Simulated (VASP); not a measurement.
# CdSe (F-43m) in VASP: settings compared, part 2 of 2

VASP 6.6.1. The steps go on from the part before.

## Step 4: Single point, BHLYP

POSCAR reads:

```
CdSe
1.0
    0.0000000000      3.0702711986      3.0702711986
    3.0702711986      0.0000000000      3.0702711986
    3.0702711986      3.0702711986      0.0000000000
Cd Se
1 1
Direct
    0.0000000000      0.0000000000      0.0000000000
    0.2500000000      0.2500000000      0.2500000000
```

INCAR.step1 reads:

```
SYSTEM = CdSe
PREC     = Accurate       ! precision mode
ENCUT    = 520            ! plane-wave cutoff, eV
EDIFF    = 1E-5           ! SCF threshold, eV
ISMEAR   = -1             ! smearing method
SIGMA    = 0.05           ! smearing width, eV
LREAL    = .FALSE.        ! projectors in reciprocal space
LASPH    = .TRUE.         ! aspherical terms in the spheres
NELM     = 100            ! most SCF steps
ALGO     = Normal         ! electronic algorithm
ISIF     = 2              ! what is computed and relaxed
LWAVE    = .TRUE.         ! write WAVECAR
LCHARG   = .FALSE.        ! write CHGCAR
NBANDS   = 16             ! bands
GGA      = PE             ! functional
```

INCAR.step2 reads:

```
SYSTEM = CdSe
PREC     = Accurate       ! precision mode
ENCUT    = 520            ! plane-wave cutoff, eV
EDIFF    = 1E-6           ! SCF threshold, eV
ISMEAR   = -1             ! smearing method
SIGMA    = 0.05           ! smearing width, eV
LREAL    = .FALSE.        ! projectors in reciprocal space
LASPH    = .TRUE.         ! aspherical terms in the spheres
NELM     = 100            ! most SCF steps
ALGO     = Normal         ! electronic algorithm
ISIF     = 2              ! what is computed and relaxed
LWAVE    = .FALSE.        ! write WAVECAR
LCHARG   = .FALSE.        ! write CHGCAR
GGA      = B5             ! functional
LHFCALC  = .TRUE.         ! exact exchange
AEXX     = 0.5            ! exact-exchange fraction
ALDAX    = 0.5          
AGGAX    = 0.5          
AGGAC    = 1.0          
ALDAC    = 0.0          
PRECFOCK = Normal       
NBANDS   = 16             ! bands
ISTART   = 1
```

KPOINTS reads:

```
Automatic mesh
0
G
  4 4 4
  0 0 0
```

Potentials or basis: VASP PAW PBE potentials, release 64 (Cd, Se).

The run is started by

```
> cat potpaw_PBE.64/Cd/POTCAR potpaw_PBE.64/Se/POTCAR > POTCAR
> cp INCAR.step1 INCAR
> mpirun -np 1 vasp_std > vasp.out
> cp INCAR.step2 INCAR
> mpirun -np 1 vasp_std > vasp.out
```

OUTCAR:

```text
SYSTEM = CdSe
   PREC = Accurate
   ENCUT = 520
   EDIFF = 1E-6
   ISMEAR = -1
   LREAL = .FALSE.
   LASPH = .TRUE.
   NELM = 100
   ISIF = 2
   GGA = B5
   LHFCALC = .TRUE.
   AEXX = 0.5
   PRECFOCK = Normal
   ISTART = 1

 ion  position               nearest neighbor table
   1  0.000  0.000  0.000-   2 2.66   2 2.66   2 2.66   2 2.66
   2  0.250  0.250  0.250-   1 2.66   1 2.66   1 2.66   1 2.66

  LATTYP: Found a face centered cubic cell.
 ALAT       =     6.1405423972

  Lattice vectors:

 A1 = (   0.0000000000,   3.0702711986,   3.0702711986)
 A2 = (   3.0702711986,   0.0000000000,   3.0702711986)
 A3 = (   3.0702711986,   3.0702711986,   0.0000000000)

Analysis of symmetry for initial positions (statically):
=====================================================================
 Subroutine PRICEL returns:
 Original cell was already a primitive cell.

 Routine SETGRP: Setting up the symmetry group for a
 face centered cubic supercell.

 Subroutine GETGRP returns: Found 24 space group operations
 (whereof 24 operations were pure point group operations)
 out of a pool of 48 trial point group operations.

The static configuration has the point symmetry T_d .

Analysis of symmetry for dynamics (positions and initial velocities):
=====================================================================
 Subroutine PRICEL returns:
 Original cell was already a primitive cell.

 Routine SETGRP: Setting up the symmetry group for a
 face centered cubic supercell.

 Subroutine GETGRP returns: Found 24 space group operations
 (whereof 24 operations were pure point group operations)
[... 104 lines left out ...]
     AMIX     =   0.40;   BMIX     =  1.00
     AMIX_MAG =   1.60;   BMIX_MAG =  1.00
  volume/ion in A,a.u.               =      28.94       195.31
  Fermi-wavevector in a.u.,A,eV,Ry     =   1.109121  2.095935 16.737199  1.230149
  Thomas-Fermi vector in A             =   2.245657
   LORBIT       =      0    0 simple, 1 ext, 2 COOP (PROOUT), +10 PAW based schemes
   GGA     = B5    functional components
   LHFCALC =     T    Hartree Fock is set to
   PRECFOCK=normal    Normal, Fast or Accurate (Low or Medium for compatibility)
   ENCUT4O =  -1.0   cutoff for four orbital integrals eV
   NKREDX  =     1    reduce k-point grid by
   NKREDY  =     1    reduce k-point grid by
   NKREDZ  =     1    reduce k-point grid by
   AEXX    =    0.5000 exact exchange contribution
   HFSCREEN=    0.0000 screening length (either q_TF or 0.3 A-1)
   HFSCREENC=   0.0000 screening length for correlation (either q_TF or 0.3 A-1)
   ENCUTFOCK=  -1.0 apply spherical cutoff to Coloumb kernel
   IVDW    =     0    specifies the selected vdW correction
   LEPSILON=     F    determine dielectric tensor
   LRPA    =     F    only Hartree local field effects (RPA)
 non-spin polarized calculation
  energy-cutoff  :      520.00
  volume of cell :       57.88
 maximum number of plane-waves:      1588
  NGX = 28; NGY = 28; NGZ = 28

 number of electron      18.0000008 magnetization

 Free energy of the ion-electron system (eV)
  ---------------------------------------------------
  ext. energy  EPLUGINS =         0.00000000
  ---------------------------------------------------
  free energy    TOTEN  =        -8.54129959 eV

  energy without entropy =       -8.54129959  energy(sigma->0) =       -8.54129959

 E-fermi :   0.2332     XC(G=0):  -4.6233

 val. band max:       -0.8830204315   @ k =   0.0000   0.0000   0.0000
 cond. band min:       3.0016810259   @ k =   0.0000   0.0000   0.0000
 fundamental gap:      3.8847014574
 Fermi energy:         0.2332025858

 k-point     1 :       0.0000    0.0000    0.0000
  band No.  band energies     occupation
      1     -15.6065      2.00000
      2     -11.2604      2.00000
      3     -11.2604      2.00000
      4     -11.2604      2.00000
      5     -10.9124      2.00000
      6     -10.9124      2.00000
[... 129 lines left out ...]
      3     -11.0797      2.00000
      4     -10.9502      2.00000
      5     -10.9072      2.00000
      6     -10.3539      2.00000
[... 8 lines left out ...]
     15      15.6278      0.00000
     16      16.3375      0.00000

------------------------ aborting loop because EDIFF is reached ----------------------------------------

  FORCE on cell =-STRESS in cart. coord.  units (eV):
  Direction    XX          YY          ZZ          XY          YZ          ZX
  --------------------------------------------------------------------------------------
  -------------------------------------------------------------------------------------
  Total        0.5057435      0.5057435      0.5057435     -0.0000000     -0.0000000     -0.0000000
  in kB       13.9984729     13.9984729     13.9984729     -0.0000000     -0.0000000     -0.0000000
  external PRESSURE =      13.9984729 kB  Pullay stress =       0.0000000 kB

 VOLUME and BASIS-vectors are now :
 -----------------------------------------------------------------------------
  energy-cutoff  :      520.00
  volume of cell :       57.88
      direct lattice vectors                 reciprocal lattice vectors
     0.000000000  3.070271199  3.070271199    -0.162852063  0.162852063  0.162852063
     3.070271199  0.000000000  3.070271199     0.162852063 -0.162852063  0.162852063
     3.070271199  3.070271199  0.000000000     0.162852063  0.162852063 -0.162852063

 POSITION                                       TOTAL-FORCE (eV/Angst)
 -----------------------------------------------------------------------------------
      0.00000      0.00000      0.00000         0.000000     -0.000000     -0.000000
      1.53514      1.53514      1.53514        -0.000000      0.000000      0.000000
 -----------------------------------------------------------------------------------
    total drift:                                0.000021      0.000025      0.000011

  FREE ENERGIE OF THE ION-ELECTRON SYSTEM (eV)
  ---------------------------------------------------
  free  energy   TOTEN  =        -8.5412995924 eV

  energy  without entropy=       -8.5412995924  energy(sigma->0) =       -8.54129959
```

OUTCAR.step1:

```text
SYSTEM = CdSe
   PREC = Accurate
   ENCUT = 520
   EDIFF = 1E-5
   ISMEAR = -1
   LREAL = .FALSE.
[... 354 lines left out ...]
      0.00000      0.00000      0.00000        -0.000000     -0.000000      0.000000
      1.53514      1.53514      1.53514         0.000000      0.000000     -0.000000
 -----------------------------------------------------------------------------------
    total drift:                               -0.000001     -0.000001     -0.000000

  FREE ENERGIE OF THE ION-ELECTRON SYSTEM (eV)
  ---------------------------------------------------
  free  energy   TOTEN  =        -5.4434285922 eV

  energy  without entropy=       -5.4432648377  energy(sigma->0) =       -5.44334671
```

OSZICAR.step1:

```text
N       E                     dE             d eps       ncg     rms          rms(c)
DAV:   1     0.107115783246E+03    0.10712E+03   -0.88911E+03   264   0.997E+02
DAV:   2    -0.197903296652E+01   -0.10909E+03   -0.10431E+03   304   0.255E+02
DAV:   3    -0.582461107684E+01   -0.38456E+01   -0.38409E+01   272   0.492E+01
DAV:   4    -0.583997321834E+01   -0.15362E-01   -0.15361E-01   360   0.324E+00
DAV:   5    -0.584006160659E+01   -0.88388E-04   -0.88388E-04   280   0.211E-01    0.590E+00
DAV:   6    -0.546553527049E+01    0.37453E+00   -0.55501E-01   344   0.876E+00    0.473E+00
DAV:   7    -0.544181615005E+01    0.23719E-01   -0.14882E-01   296   0.256E+00    0.205E+00
DAV:   8    -0.544304101408E+01   -0.12249E-02   -0.14211E-02   288   0.142E+00    0.251E-01
DAV:   9    -0.544329560447E+01   -0.25459E-03   -0.14931E-03   304   0.485E-01    0.487E-02
DAV:  10    -0.544337251028E+01   -0.76906E-04   -0.16496E-04   328   0.159E-01    0.457E-02
DAV:  11    -0.544342877329E+01   -0.56263E-04   -0.91606E-05   312   0.594E-02    0.166E-02
DAV:  12    -0.544342859218E+01    0.18112E-06   -0.18025E-06   216   0.161E-02
   1 F= -.54434286E+01 E0= -.54433467E+01  d E =-.163755E-03
```

Run time: 12 min. Hardware: 1 thread of Intel Xeon Platinum 8375C at 2.90GHz (Ice Lake), shared host; peak memory 0.19 GiB.

Results:

```yaml
Free_energy: -8.5413 eV
Pressure: 1.4 GPa
Band_gap_on_the_k_mesh: 3.88 eV
```

Caveat: the k points lie up to 0.44 Å⁻¹ apart; the PAW data sets were made with another functional, which shifts forces and pressure a little.

## Step 5: Summary

```csv
task,level,spin,cell,k mesh,cutoff (eV),grid for exact exchange (PRECFOCK),share of exact exchange,gap on the mesh (eV),pressure (GPa)
relaxation of cell and atoms,RPBE,off,relaxed,8 × 8 × 8,600,-,-,0.57,0.0
single point,r2SCAN,"non-collinear, zero start, SOC",as given,6 × 6 × 6,520,-,-,-,0.1
single point,BHLYP,off,as given,4 × 4 × 4,520,Normal,0.5,3.88,1.4
```

Alike in all rows: potentials or basis VASP PAW PBE potentials, release 64 (Cd, Se); smearing fermi-dirac 0.05 eV.

Caveats: some runs use coarse meshes; the PAW data sets were made with another functional, which shifts forces and pressure a little.

Total energies depend on the potentials used, so only differences within one code and one set of settings carry meaning.
